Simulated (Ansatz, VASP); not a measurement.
**Cd2HgSe3 in VASP and in Ansatz**

```
Cd Hg Se
1.0
    -3.81881    2.15361    0.00707
    -3.79900   -6.42660    0.00264
    -1.02553    0.00718    9.99927
Cd Hg Se
4 2 6
Direct
  0.59067 0.99881 0.33591
  0.09075 0.49895 0.33579
  0.70748 0.70469 0.66380
  0.20832 0.20488 0.66364
  0.15434 0.84355 0.99972
  0.65512 0.34326 0.99967
  0.52797 0.98385 0.82110
  0.02822 0.48387 0.82099
  0.25816 0.74250 0.50037
  0.75877 0.24246 0.50027
  0.75985 0.72657 0.17939
  0.26036 0.22663 0.17935
```

Change from the starting cell: cell x2, atoms moved at random (sigma 0.15 Å) and cell strained at random (1.5 %), then relaxed without symmetry.

Alike in both runs: functional PBE; k mesh 4 × 2 × 2; occupations gaussian, width 0.1 eV; no spin polarisation.

Ansatz relaxed the structure, and its values are those at the end. VASP's run is a single point on that final structure, the one shown.

|  | VASP | Ansatz |
| --- | --- | --- |
| version | VASP 6.6.1 | Ansatz 0.2.0 |
| potentials or method | VASP PAW PBE potentials, release 64 (Cd, Hg, Se), cutoff 520 eV | scalar-relativistic, plane waves, PAW |
| valence electrons in the cell | 108 | 216 |

|  | VASP | Ansatz | Ansatz less VASP |
| --- | --- | --- | --- |
| gap on the k mesh at the Fermi level (eV) | 0.67 | 0.67 | +0.004 |
| least direct gap on the mesh (eV) | 0.76 | 0.77 | +0.005 |
| pressure (GPa) | 0.3 | 0.0 | -0.29 |
| rms of the force components (eV/Å) | 0.021 | 0.006 | -0.0153 |

With one functional, cell and mesh, what is left measures potentials, basis and numerics. VASP's potentials hold 108 valence electrons a cell and Ansatz's 216, so a difference there can come from the potentials and not from the codes.

The k mesh is coarse, so the values compare programs but aren't converged. Neither program's run includes spin-orbit coupling.
